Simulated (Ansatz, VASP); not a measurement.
One calculation of ZnCo, two programs

INCAR

```
PREC = Accurate
ENCUT = 520
EDIFF = 1E-6
ISMEAR = -1
SIGMA = 0.1
LREAL = F
LASPH = T
NELM = 150
ALGO = Normal
ISIF = 2
LWAVE = F
LCHARG = F
ISPIN = 2
MAGMOM = 0 1.8
LORBIT = 11
LMAXMIX = 4
GGA = CA
NBANDS = 22
```

The input KPOINTS:

```
regular mesh
0
Gamma
  13 13 7
```

The input POSCAR:

```
ZnCo
1.0
    2.6708397631      0.0000000000      0.0000000000
   -1.3354198815      2.3130148616      0.0000000000
    0.0000000000      0.0000000000      4.2734712611
Zn Co
1 1
Direct
    0.6666666667      0.3333333333      0.0000000000
    0.0000000000      0.0000000000      0.5000000000
```

Input for Ansatz:

```yaml
crystal:
  lattice:
    - [2.670839763081386, 0.0, 0.0]
    - [-1.335419881540693, 2.3130148616061565, 0.0]
    - [0.0, 0.0, 4.273471261146202]
  atoms:
    - { symbol: Zn, position: [0.6666666666666666, 0.3333333333333333, 0.0] }
    - { symbol: Co, position: [0.0, 0.0, 0.5], spin: 1.8 }
basis:
  ecutwfc: 500.0
kpoints:
  mp_grid:
    grid: [13, 13, 7]
hamiltonian:
  xc: lda
magnetization:
  spin_polarized: true
scf:
  occupations:
    method: fermi_dirac
    width: 0.1
```

Alike in both runs: task single point; functional LDA; k mesh 13 × 13 × 7; occupations fermi-dirac, width 0.1 eV; collinear spin.

```csv
,VASP,Ansatz
version,VASP 6.6.1,Ansatz 0.2.0
potentials or method,"VASP PAW LDA potentials, release 64 (Zn, Co), cutoff 520 eV","plane waves, PAW"
valence electrons in the cell,21,29
```

|  | VASP | Ansatz | Ansatz less VASP |
| --- | --- | --- | --- |
| net moment per atom (μB) | 0.63 | 0.66 | +0.034 |
| size of the moment on the site where the two differ most (μB) | 1.32 | 1.42 | +0.096 |

LDA's correlation is that of Perdew and Zunger in VASP and of Perdew and Wang (1992) in Ansatz. Site moments also hang on the region over which each program counts them. VASP's potentials hold 21 valence electrons a cell and Ansatz's 29, so a difference there can come from the potentials and not from the codes.
